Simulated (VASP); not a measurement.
A run of VASP 6.6.1 is set up as follows.

The input INCAR:

```
SYSTEM = TiHO
ALGO = Normal
EDIFF = 1E-7
ENCUT = 520
GGA = PE
ISIF = 2
ISMEAR = 0
ISPIN = 2
LASPH = .True.
LCHARG = .False.
LMAXMIX = 4
LORBIT = 11
LREAL = .False.
LWAVE = .False.
MAGMOM = 1 -1 0 0 0 0
NBANDS = 32
NELM = 150
PREC = Accurate
SIGMA = 0.1
```

File KPOINTS:

```
k-points
0
Gamma
  6 6 4
  0 0 0
```

Contents of POSCAR:

```
TiHO
1.0
    3.2467834140      0.0000000000      0.0000000000
    0.0000000000      3.3484710941      0.0000000000
    0.0000000000      0.0000000000      4.8773306489
Ti H O
2 2 2
Direct
    0.0000000000      0.5000000000      0.0000000000
    0.5000000000      0.0000000000      0.5000000000
    0.5000000000      0.5000000000      0.2561794751
    0.5000000000      0.5000000000      0.7438205249
    0.0000000000      0.0000000000      0.7539771620
    0.0000000000      0.0000000000      0.2460228380
```

Potentials or basis: VASP PAW PBE potentials, release 64 (Ti_sv, H, O).

The run is started by

```console
$ cat potpaw_PBE.64/Ti_sv/POTCAR potpaw_PBE.64/H/POTCAR potpaw_PBE.64/O/POTCAR > POTCAR
$ mpirun -np 1 vasp_std > vasp.out
```

Task: Predict the net moment.

Result: -0.12 μB per cell.

Task: Predict the pressure.

Result: 0.0 GPa.

Task: Estimate the largest force.

Result: 0.139 eV/Å.

Forces in eV/Å, atoms in the order of the input:
```
Ti   0.000  0.000  0.000
Ti   0.000  0.000  0.000
H    0.000  0.000 -0.026
H    0.000  0.000  0.026
O    0.000  0.000  0.139
O    0.000  0.000 -0.139
```
